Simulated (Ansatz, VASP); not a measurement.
# MoS2: VASP beside Ansatz

The input INCAR:

```
ALGO     = Normal         # electronic algorithm
EDIFF    = 1E-8           # SCF threshold, eV
ENCUT    = 520            # plane-wave cutoff, eV
ISIF     = 2              # what is computed and relaxed
ISMEAR   = -1             # smearing method
LASPH    = T              # aspherical terms in the spheres
LCHARG   = F              # write CHGCAR
LEFG     = T            
LREAL    = F              # projectors in reciprocal space
LWAVE    = F              # write WAVECAR
NBANDS   = 35             # bands
NELM     = 80             # most SCF steps
PREC     = Accurate       # precision mode
SIGMA    = 0.03           # smearing width, eV
```

Contents of KPOINTS:

```
k-points
0
Gamma
  10 10 3
```

The input POSCAR:

```
MoS2
1.0
    3.1610016016     -0.0158050080     -0.0158050080
   -1.5941883392      2.7454101924     -0.0057850344
   -0.0614750000     -0.0614750000     12.2950000000
Mo S
2 4
Direct
    0.3333333333      0.6666666667      0.2500000000
    0.6666666667      0.3333333333      0.7500000000
    0.3333333333      0.6666666667      0.6275000000
    0.6666666667      0.3333333333      0.1275000000
    0.3333333333      0.6666666667      0.8725000000
    0.6666666667      0.3333333333      0.3725000000
```

Input for Ansatz:

```yaml
crystal:
  lattice:
    - [3.1610016016, -0.015805008, -0.015805008]
    - [-1.5941883392, 2.7454101924, -0.0057850344]
    - [-0.061475, -0.061475, 12.295]
  atoms:
    - { symbol: Mo, position: [0.3333333333, 0.6666666667, 0.25] }
    - { symbol: Mo, position: [0.6666666667, 0.3333333333, 0.75] }
    - { symbol: S, position: [0.3333333333, 0.6666666667, 0.6275] }
    - { symbol: S, position: [0.6666666667, 0.3333333333, 0.1275] }
    - { symbol: S, position: [0.3333333333, 0.6666666667, 0.8725] }
    - { symbol: S, position: [0.6666666667, 0.3333333333, 0.3725] }
kpoints:
  mp_grid: { grid: [10, 10, 3] }
scf:
  occupations: { method: fermi_dirac, width: 0.03 }
hamiltonian:
  xc: lda
  pseudopotentials: { kind: all_electron, datasets: crystal }
output:
  forces: true
  stress: true
  eigenvalues: true
  efg: { contact_densities: true }
```

Change from the starting cell: equal xy, yz and zx shear strains of -1 %, crystal datasets.

Alike in both runs: task electric field gradients; functional LDA; k mesh 10 × 10 × 3; occupations fermi-dirac, width 0.03 eV; no spin polarisation.

|  | VASP | Ansatz |
| --- | --- | --- |
| version | VASP 6.6.1 | Ansatz 0.2.0 |
| potentials or method | VASP PAW LDA potentials, release 64 (Mo_sv, S), cutoff 520 eV | all-electron PAW with datasets made for the crystal, scalar-relativistic |

```tsv
	VASP	Ansatz	Ansatz less VASP
pressure (GPa)	1.2	1.2	-0.05
traceless stress, the component that is largest in VASP (GPa)	4.56	4.60	+0.040
rms of the force components (eV/Å)	0.379	0.375	-0.0039
size of Vzz on the site where it differs most (V/Å²)	97.8	94.6	-3.20
```

LDA's correlation is that of Perdew and Zunger in VASP and of Perdew and Wang (1992) in Ansatz. Atom by atom the forces differ by 0.004 eV/Å (rms over components). Ansatz ran all-electron here, and VASP with PAW potentials.
